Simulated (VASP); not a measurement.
# Si4O (I4/mmm) in VASP: further runs

Runs on Si4O. Level: PBE. Tasks: single point, relaxation of cell and atoms.

All numbers are computed with VASP 6.6.1; they aren't measurements. Logs are shortened: lines on timing, memory, paths and dates and some standing lists are left out, and cuts for length are marked.

## Step 1: The cell of the first run

It takes space group I4/mmm (No. 139, tetragonal). The conventional cell has a = 4.150 Å, b = 4.150 Å, c = 7.604 Å, α = 90.00°, β = 90.00°, γ = 90.00°. Within 2.5 Å of Si (site symmetry 4mm) lie 1 O at 1.92 Å. Within 3.0 Å of Si (site symmetry mmm) lie 2 O at 2.08 Å and 12 Si at 2.80 to 2.93 Å. Within 2.5 Å of O (site symmetry 4/mmm) lie 6 Si at 1.92 to 2.08 Å.

The cell was built from a structure type or drawn by symmetry, and may not be a known phase.

## Step 2: Single point, PBE

File INCAR:

```
SYSTEM = Si4O
  ALGO = Normal
  EDIFF = 1E-7
  ENCUT = 520
  GGA = PE
  ISIF = 2
  ISMEAR = 0
  LASPH = .TRUE.
  LCHARG = .FALSE.
  LREAL = .FALSE.
  LWAVE = .FALSE.
  NBANDS = 19
  NELM = 80
  PREC = Accurate
  SIGMA = 0.1
```

File KPOINTS:

```
k-points
0
G
  6 6 6
  0 0 0
```

File POSCAR:

```
Si4O
1.0
   -2.0752151300      2.0752151300      3.8019579500
    2.0752151300     -2.0752151300      3.8019579500
    2.0752151300      2.0752151300     -3.8019579500
Si O
4 1
Direct
    0.7481527900      0.7481527900      0.0000000000
    0.5000000000      0.0000000000      0.5000000000
    0.0000000000      0.5000000000      0.5000000000
    0.2518472100      0.2518472100      0.0000000000
    0.0000000000      0.0000000000      0.0000000000
```

Potentials or basis: VASP PAW PBE potentials, release 64 (Si, O).

Run with:

```console
> cat potpaw_PBE.64/Si/POTCAR potpaw_PBE.64/O/POTCAR > POTCAR
> mpirun -np 1 vasp_std > vasp.out
```

OUTCAR:

```text
SYSTEM = Si4O
   EDIFF = 1E-7
   ENCUT = 520
   GGA = PE
   ISIF = 2
   ISMEAR = 0
   LASPH = .TRUE.
   LREAL = .FALSE.
   NELM = 80
   PREC = Accurate

 ion  position               nearest neighbor table
   1  0.748  0.748  0.000-   5 1.92   3 2.80   2 2.80   2 2.80   3 2.80   3 2.82   2 2.82   2 2.82
                             3 2.82   4 2.93   4 2.93   4 2.93   4 2.93
   2  0.500  0.000  0.500-   5 2.08   5 2.08   1 2.80   4 2.80   4 2.80   1 2.80   1 2.82   4 2.82
                             4 2.82   1 2.82   3 2.93   3 2.93   3 2.93   3 2.93
   3  0.000  0.500  0.500-   5 2.08   5 2.08   1 2.80   4 2.80   1 2.80   4 2.80   4 2.82   1 2.82
                             4 2.82   1 2.82   2 2.93   2 2.93   2 2.93   2 2.93
   4  0.252  0.252  0.000-   5 1.92   2 2.80   3 2.80   2 2.80   3 2.80   3 2.82   2 2.82   3 2.82
                             2 2.82   1 2.93   1 2.93   1 2.93   1 2.93
   5  0.000  0.000  0.000-   1 1.92   4 1.92   3 2.08   2 2.08   3 2.08   2 2.08

  LATTYP: Found a body centered tetragonal cell.
 ALAT       =     4.1504302600
 C/A-ratio  =     1.8320789469

  Lattice vectors:

 A1 = (  -2.0752151300,   2.0752151300,   3.8019579500)
 A2 = (   2.0752151300,  -2.0752151300,   3.8019579500)
 A3 = (   2.0752151300,   2.0752151300,  -3.8019579500)

Analysis of symmetry for initial positions (statically):
=====================================================================
 Subroutine PRICEL returns:
 Original cell was already a primitive cell.

 Routine SETGRP: Setting up the symmetry group for a
 body centered tetragonal supercell.

 Subroutine GETGRP returns: Found 16 space group operations
 (whereof 16 operations were pure point group operations)
 out of a pool of 16 trial point group operations.

The static configuration has the point symmetry D_4h.

Analysis of symmetry for dynamics (positions and initial velocities):
=====================================================================
 Subroutine PRICEL returns:
 Original cell was already a primitive cell.

 Routine SETGRP: Setting up the symmetry group for a
 body centered tetragonal supercell.

 Subroutine GETGRP returns: Found 16 space group operations
 (whereof 16 operations were pure point group operations)
 out of a pool of 16 trial point group operations.

The dynamic configuration has the point symmetry D_4h.

 Subroutine INISYM returns: Found 16 space group operations
 (whereof 16 operations are pure point group operations),
 and found     1 'primitive' translations

----------------------------------------------------------------------------------------

                                     Primitive cell

  volume of cell :      65.4928

  direct lattice vectors                    reciprocal lattice vectors
    -2.075215130  2.075215130  3.801957950     0.000000000  0.240938876  0.131511186
     2.075215130 -2.075215130  3.801957950     0.240938876  0.000000000  0.131511186
     2.075215130  2.075215130 -3.801957950     0.240938876  0.240938876  0.000000000

  length of vectors
     4.802907445  4.802907445  4.802907445     0.274493595  0.274493595  0.340739026

  position of ions in fractional coordinates (direct lattice)
     0.748152790  0.748152790  0.000000000
     0.500000000  0.000000000  0.500000000
     0.000000000  0.500000000  0.500000000
     0.251847210  0.251847210  0.000000000
     0.000000000  0.000000000  0.000000000

  ion indices of the primitive-cell ions
   primitive index   ion index
                 1           1
                 2           2
                 3           3
                 4           4
                 5           5

----------------------------------------------------------------------------------------

 KPOINTS: k-points

Automatic generation of k-mesh.
 Grid dimensions read from file:
 generate k-points for:    6    6    6

 Generating k-lattice:

  Cartesian coordinates                     Fractional coordinates (reciprocal lattice)
     0.000000000  0.040156479  0.021918531     0.166666667  0.000000000 -0.000000000
     0.040156479  0.000000000  0.021918531     0.000000000  0.166666667 -0.000000000
     0.040156479  0.040156479  0.000000000     0.000000000  0.000000000  0.166666667

  Length of vectors
     0.045748933  0.045748933  0.056789838

  Shift w.r.t. Gamma in fractional coordinates (k-lattice)
     0.000000000  0.000000000  0.000000000

 Subroutine IBZKPT returns following result:
 ===========================================

 Found     30 irreducible k-points:

 Following reciprocal coordinates:
            Coordinates               Weight
  0.000000  0.000000  0.000000      1.000000
  0.166667  0.000000 -0.000000      8.000000
  0.333333  0.000000  0.000000      8.000000
  0.500000  0.000000 -0.000000      4.000000
  0.166667  0.166667 -0.000000      8.000000
  0.333333  0.166667 -0.000000     16.000000
[... 16 lines left out ...]
 -0.333333 -0.333333  0.166667      8.000000
 -0.166667 -0.333333  0.166667      8.000000
 [... further k-points ...]
   k-points           NKPTS =     30   k-points in BZ     NKDIM =     30   number of bands    NBANDS=     19
   number of dos      NEDOS =    301   number of ions     NIONS =      5
   total plane-waves  NPLWV =  46656
   dimension x,y,z NGX =    36 NGY =   36 NGZ =   36
   dimension x,y,z NGXF=    72 NGYF=   72 NGZF=   72
   ions per type =               4   1
   NGX,Y,Z   is equivalent  to a cutoff of  12.46, 12.46, 12.46 a.u.
   NGXF,Y,Z  is equivalent  to a cutoff of  24.92, 24.92, 24.92 a.u.
 SYSTEM =  Si4O
   PREC   = accura    normal or accurate (medium, high low for compatibility)
   ISTART =      0    job   : 0-new  1-cont  2-samecut
   ICHARG =      2    charge: 1-file 2-atom 10-const
   ISPIN  =      1    spin polarized calculation?
   LNONCOLLINEAR =      F non collinear calculations
   LSORBIT =      F    spin-orbit coupling
   LASPH  =      T    aspherical Exc in radial PAW
   ENCUT  =  520.0 eV  38.22 Ry    6.18 a.u.   8.93  8.93  8.93*2*pi/ulx,y,z
   NELM   =     80;   NELMIN=  2; NELMDL= -5     # of ELM steps
   EDIFF  = 0.1E-06   stopping-criterion for ELM
   LREAL  =      F    real-space projection
   EDIFFG = 0.1E-05   stopping-criterion for IOM
   NSW    =      0    number of steps for IOM
   IBRION =     -1    ionic relax: 0-MD 1-quasi-New 2-CG
   NFREE  =      0    steps in history (QN), initial steepest desc. (CG)
   ISIF   =      2    stress and relaxation
   ISYM   =      2    0-nonsym 1-usesym 2-fastsym
   POTIM  = 0.5000    time-step for ionic-motion
   TEBEG  =    0.0;   TEEND  =   0.0 temperature during run
   PSTRESS=    0.0 pullay stress
   NELECT =      22.0000    total number of electrons
   NUPDOWN=      -1.0000    fix difference up-down
   EMIN   =  10.00;   EMAX   =-10.00  energy-range for DOS
   EFERMI =   0.00;   METHOD = LEGACY
   ISMEAR =     0;   SIGMA  =   0.10  broadening in eV -4-tet -1-fermi 0-gaus
   EFERMI_NEDOS =   21; number of points for ismear=-14 and -15
   IALGO  =     38    algorithm
   IMIX   =      4    mixing-type and parameters
     AMIX     =   0.40;   BMIX     =  1.00
     AMIX_MAG =   1.60;   BMIX_MAG =  1.00
  volume/ion in A,a.u.               =      13.10        88.39
  Fermi-wavevector in a.u.,A,eV,Ry     =   1.138023  2.150552 17.620869  1.295097
  Thomas-Fermi vector in A             =   2.274728
   LORBIT       =      0    0 simple, 1 ext, 2 COOP (PROOUT), +10 PAW based schemes
   GGA     = PE    functional components
   LHFCALC =     F    Hartree Fock is set to
   AEXX    =    0.0000 exact exchange contribution
   IVDW    =     0    specifies the selected vdW correction
   LEPSILON=     F    determine dielectric tensor
   LRPA    =     F    only Hartree local field effects (RPA)
 non-spin polarized calculation
 Gauss-broadening in eV      SIGMA  =   0.10
  energy-cutoff  :      520.00
  volume of cell :       65.49
 maximum number of plane-waves:      1778
   NGX = 17   NGY = 17   NGZ = 17

 number of electron      22.0000002 magnetization

 Free energy of the ion-electron system (eV)
  ---------------------------------------------------
  ext. energy  EPLUGINS =         0.00000000
  ---------------------------------------------------
  free energy    TOTEN  =       -24.33273789 eV

  energy without entropy =      -24.32032103  energy(sigma->0) =      -24.32652946

 E-fermi :   9.9341     XC(G=0): -11.2376

 val. band max:        9.9160584748   @ k =  -0.1667   0.3333   0.1667
 cond. band min:       9.9645916560   @ k =  -0.1667  -0.1667   0.1667
 fundamental gap:      0.0485331812
 Fermi energy:         9.9341290617

 k-point     1 :       0.0000    0.0000    0.0000
  band No.  band energies     occupation
      1     -13.0544      2.00000
      2      -1.8685      2.00000
      3      -0.5245      2.00000
      4       0.6237      2.00000
      5       0.6237      2.00000
      6       5.6088      2.00000
[... 11 lines left out ...]
     18      14.8154      0.00000
     19      18.4373      0.00000

 k-point     2 :       0.1667    0.0000   -0.0000
  band No.  band energies     occupation
      1     -13.0218      2.00000
      2      -2.0778      2.00000
      3      -0.4727      2.00000
      4       0.6312      2.00000
      5       0.6738      2.00000
      6       4.5317      2.00000
[... 11 lines left out ...]
     18      15.6594      0.00000
     19      17.8842      0.00000

 k-point     3 :       0.3333    0.0000    0.0000
  band No.  band energies     occupation
      1     -12.9552      2.00000
      2      -2.3738      2.00000
      3      -0.6156      2.00000
      4       0.6518      2.00000
      5       0.8478      2.00000
      6       3.6842      2.00000
[... 434 lines left out ...]
      1     -12.9509      2.00000
      2      -2.4153      2.00000
      3      -0.5233      2.00000
      4      -0.3002      2.00000
      5       1.9529      2.00000
      6       3.2529      2.00000
[... 11 lines left out ...]
     18      15.7448      0.00000
     19      16.0311      0.00000

 k-point    24 :      -0.1667   -0.3333    0.1667
  band No.  band energies     occupation
      1     -12.9891      2.00000
      2      -2.4209      2.00000
      3      -0.3575      2.00000
      4       0.4892      2.00000
      5       0.9986      2.00000
      6       3.4780      2.00000
[... 11 lines left out ...]
     18      15.3139      0.00000
     19      16.1302      0.00000

 [... further k-points ...]

------------------------ aborting loop because EDIFF is reached ----------------------------------------

  FORCE on cell =-STRESS in cart. coord.  units (eV):
  Direction    XX          YY          ZZ          XY          YZ          ZX
  --------------------------------------------------------------------------------------
  -------------------------------------------------------------------------------------
  Total        2.7012168      2.7012168      7.2648877      0.0000000      0.0000000      0.0000000
  in kB       66.0809787     66.0809787    177.7239422      0.0000000      0.0000000      0.0000000
  external PRESSURE =     103.2952998 kB  Pullay stress =       0.0000000 kB

 VOLUME and BASIS-vectors are now :
 -----------------------------------------------------------------------------
  energy-cutoff  :      520.00
  volume of cell :       65.49
      direct lattice vectors                 reciprocal lattice vectors
    -2.075215130  2.075215130  3.801957950     0.000000000  0.240938876  0.131511186
     2.075215130 -2.075215130  3.801957950     0.240938876  0.000000000  0.131511186
     2.075215130  2.075215130 -3.801957950     0.240938876  0.240938876  0.000000000

 POSITION                                       TOTAL-FORCE (eV/Angst)
 -----------------------------------------------------------------------------------
      0.00000      0.00000      5.68889        -0.000000     -0.000000     -3.020787
      0.00000      2.07522      0.00000         0.000000      0.000000      0.000000
      2.07522      0.00000      0.00000         0.000000      0.000000      0.000000
      0.00000      0.00000      1.91503        -0.000000     -0.000000      3.020787
      0.00000      0.00000      0.00000         0.000000      0.000000      0.000000
 -----------------------------------------------------------------------------------
    total drift:                                0.000000     -0.000000     -0.000000

  FREE ENERGIE OF THE ION-ELECTRON SYSTEM (eV)
  ---------------------------------------------------
  free  energy   TOTEN  =       -24.3327378930 eV

  energy  without entropy=      -24.3203210317  energy(sigma->0) =      -24.32652946
```

It took 19 s on 1 thread of Intel Xeon 6975P-C (Granite Rapids), shared host; peak memory 0.2 GiB.

What came out:

| Item | Value |
| --- | --- |
| Free energy | -24.3327 eV |
| Pressure | 10.3 GPa |
| Largest force | 3.021 eV/Å |
| Band gap on the k mesh | zero (bands 11 and 12 overlap by 3.73 eV) |

Forces on the atoms (eV/Å):
```
Si   0.000  0.000 -3.021
Si   0.000  0.000  0.000
Si   0.000  0.000  0.000
Si   0.000  0.000  3.021
O    0.000  0.000  0.000
```

Levels at points of the mesh, in eV from the Fermi level:
| k point | band 7 | band 8 | band 9 | band 10 | band 11 | band 12 | band 13 | band 14 | band 15 | band 16 |
| --- | --- | --- | --- | --- | --- | --- | --- | --- | --- | --- |
| (0.00, 0.00, 0.00) | -3.99 | -3.70 | -3.21 | -3.21 | -1.80 | -0.48 | -0.48 | 1.51 | 1.83 | 3.19 |
| (0.50, 0.00, 0.00) | -5.70 | -3.14 | -3.01 | -0.73 | -0.72 | -0.33 | 1.39 | 2.25 | 2.45 | 3.31 |
| (0.50, 0.50, 0.00) | -5.06 | -4.54 | -3.01 | -2.62 | -0.66 | 1.43 | 2.07 | 3.55 | 4.27 | 5.86 |
| (0.50, 0.50, 0.50) | -5.71 | -2.73 | -2.59 | -2.59 | 2.63 | 3.34 | 3.34 | 3.47 | 3.47 | 4.35 |

Caveat: the cell stands under pressure; forces of over 1 eV/Å act on the atoms, so gaps and moduli don't describe the material at rest.

(Part 1 of 2 ends here.)
